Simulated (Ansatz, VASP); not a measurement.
## Two plane-wave programs on ZrS

Contents of INCAR:

```
SYSTEM = ZrS
PREC = Accurate
ENCUT = 520
EDIFF = 1E-6
ISMEAR = 0
SIGMA = 0.15
LREAL = .False.
LASPH = .True.
NELM = 60
ALGO = Normal
ISIF = 2
LWAVE = .False.
LCHARG = .False.
GGA = PS
NBANDS = 16
```

The input KPOINTS:

```
Automatic mesh
0
Gamma
  16 16 16
  0 0 0
```

POSCAR

```
ZrS
1.0
    0.0000000000      2.5593750000      2.5593750000
    2.6250000000     -0.0656250000      2.6250000000
    2.6250000000      2.6250000000     -0.0656250000
Zr S
1 1
Direct
    0.0000000000      0.0000000000      0.0000000000
    0.5000000000      0.5000000000      0.5000000000
```

Input for Ansatz:

```yaml
crystal:
  lattice:
    - [0.0, 2.559375, 2.559375]
    - [2.625, -0.065625, 2.625]
    - [2.625, 2.625, -0.065625]
  atoms:
    - { symbol: Zr, position: [0.0, 0.0, 0.0] }
    - { symbol: S, position: [0.5, 0.5, 0.5] }
basis:
  ecutwfc: 420
kpoints:
  mp_grid: { grid: [16, 16, 16] }
hamiltonian:
  xc: pbesol
scf:
  occupations: { method: gaussian, width: 0.15 }
output:
  forces: true
  stress: true
  eigenvalues: true
```

Change from the starting cell: strain -0.0500 x Voigt [0, 0, 0, 1, 0, 0], atoms carried along.

Alike in both runs: task single point; functional PBEsol; k mesh 16 × 16 × 16; occupations gaussian, width 0.15 eV; no spin polarisation.

|  | VASP | Ansatz |
| --- | --- | --- |
| version | VASP 6.6.1 | Ansatz 0.2.0 |
| potentials or method | VASP PAW PBE potentials, release 64 (Zr_sv, S), cutoff 520 eV | scalar-relativistic, plane waves, PAW |
| valence electrons in the cell | 18 | 18 |

```csv
,VASP,Ansatz,Ansatz less VASP
gap on the k mesh at the Fermi level (eV),none,none,-
pressure (GPa),-6.2,-6.3,-0.19
"traceless stress, the component that is largest in VASP (GPa)",1.33,1.36,+0.028
```

VASP's potentials were made for PBE, not for PBEsol. A gap of «none» marks a metal or a gap that the smearing closes.
